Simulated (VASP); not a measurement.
Wanted: the native input for a VASP 6.6.1 run.

```yaml
Task: relaxation of cell and atoms
Functional: PBEsol
Dispersion: D4
Potentials_or_basis: VASP PAW PBE potentials, release 64 (Li_sv)
Cutoff: 600 eV
k_mesh: 11 × 11 × 11
Occupations: fermi-dirac, width 0.05 eV
Spin: no spin polarisation
Dipole_correction: no
Further_INCAR_settings: ALGO = Normal; EDIFF = 1e-07; IBRION = 2; EDIFFG = -0.01; NSW = 60; ISIF = 3
```

The structure of Li lies in POSCAR:

```
Li
1.0
   -1.7546500000      1.7546500000      1.7546500000
    1.7546500000     -1.7546500000      1.7546500000
    1.7546500000      1.7546500000     -1.7546500000
Li
1
Direct
    0.0000000000      0.0000000000      0.0000000000
```

These files were run (other wordings do the same):

INCAR

```
SYSTEM = Li
PREC = Accurate
ENCUT = 600
EDIFF = 1E-7
ISMEAR = -1
SIGMA = 0.05
LREAL = .False.
LASPH = .True.
NELM = 100
ALGO = Normal
ISIF = 3
LWAVE = .False.
LCHARG = .False.
GGA = PS
IVDW = 13
IBRION = 2
NSW = 60
EDIFFG = -0.01
```

KPOINTS

```
regular mesh
0
Gamma
  11 11 11
  0 0 0
```

Potentials or basis: VASP PAW PBE potentials, release 64 (Li_sv).

Run with:

```sh
$ cat potpaw_PBE.64/Li_sv/POTCAR > POTCAR
$ mpirun -np 1 vasp_std > vasp.out
```

It gave:

| Property | Result |
| --- | --- |
| Relaxed volume | 19.82 Å³/atom |
| Relaxed cell | a = 2.953 Å, b = 2.953 Å, c = 2.953 Å, α = 109.47°, β = 109.47°, γ = 109.47° |
| Space group after relaxing (to 0.05 Å) | Im-3m (No. 229) |
| Energy gained by relaxing | 5.9 meV/atom |
| Ionic steps | 4 |
| Pressure after relaxing | 0.0 GPa |
| Dispersion energy per atom | -0.011 eV |

Caveat: the cutoff is under 1.25 times the usual one of these potentials, so pressure, stress and relaxed cells hold a basis-set (Pulay) error; the PAW data sets were made with another functional, which shifts forces and pressure a little; pairwise dispersion overbinds metals, which lowers pressure and volume.

Run time: 9.2 s on 1 thread of Intel(R) Xeon(R) Platinum 8488C (Sapphire Rapids), with other jobs on the host, peak memory 0.13 GiB.
